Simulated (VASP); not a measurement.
Wanted: the native input for a VASP 6.6.1 run.

* Task: single point
* Functional: PBEsol
* Potentials or basis: VASP PAW PBE potentials, release 64 (Ti_sv, C)
* Cutoff: 520 eV
* k mesh: 5 × 5 × 1
* Occupations: gaussian, width 0.1 eV
* Spin: no spin polarisation
* Dipole correction: yes
* Further INCAR settings: ALGO = Normal; EDIFF = 1e-06; NBANDS = 86

The structure of Ti12C lies in POSCAR:

```
Ti12C
1.0
    5.7352564297      0.0000000000      0.0000000000
    0.0000000000      5.7352564297      0.0000000000
    0.0000000000      0.0000000000     19.2700584075
Ti C
12 1
Direct
    0.2500000000      0.2500000000      0.2075759147
    0.2500000000      0.7500000000      0.2075759147
    0.7500000000      0.2500000000      0.2075759147
    0.7500000000      0.7500000000      0.2075759147
    0.0000000000      0.0000000000      0.3052972905
    0.0000000000      0.5000000000      0.3052972905
    0.5000000000      0.0000000000      0.3052972905
    0.5000000000      0.5000000000      0.3052972905
    0.2500000000      0.2500000000      0.4032192453
    0.2500000000      0.7500000000      0.4032192453
    0.7500000000      0.2500000000      0.4032192453
    0.7500000000      0.7500000000      0.4032192453
    0.5000000000      0.5000000000      0.4204230403
```

These files were run (other wordings do the same):

INCAR

```
SYSTEM = Ti12C
PREC     = Accurate       ! precision mode
ENCUT    = 520            ! plane-wave cutoff, eV
EDIFF    = 1E-6           ! SCF threshold, eV
ISMEAR   = 0              ! smearing method
SIGMA    = 0.1            ! smearing width, eV
LREAL    = .False.        ! projectors in reciprocal space
LASPH    = .True.         ! aspherical terms in the spheres
NELM     = 100            ! most SCF steps
ALGO     = Normal         ! electronic algorithm
ISIF     = 2              ! what is computed and relaxed
LWAVE    = .False.        ! write WAVECAR
LCHARG   = .False.        ! write CHGCAR
LDIPOL   = .True.       
IDIPOL   = 3            
DIPOL    = 0.5 0.5 0.314
GGA      = PS             ! functional
NBANDS   = 86             ! bands
```

KPOINTS

```
regular mesh
0
Gamma
  5 5 1
  0 0 0
```

Potentials or basis: VASP PAW PBE potentials, release 64 (Ti_sv, C).

Run with:

```bash
$ cat potpaw_PBE.64/Ti_sv/POTCAR potpaw_PBE.64/C/POTCAR > POTCAR
$ mpirun -np 1 vasp_std > vasp.out
```

Results of the run:

```json
{
  "Largest force": "0.693 eV/Å",
  "Band gap on the k mesh": "zero (bands 74 and 75 overlap by 0.20 eV)"
}
```

Caveat: the PAW data sets were made with another functional, which shifts forces and pressure a little.

It took 31 min on 1 thread of Intel Xeon 8259CL, on a shared host, peak memory 0.77 GiB.
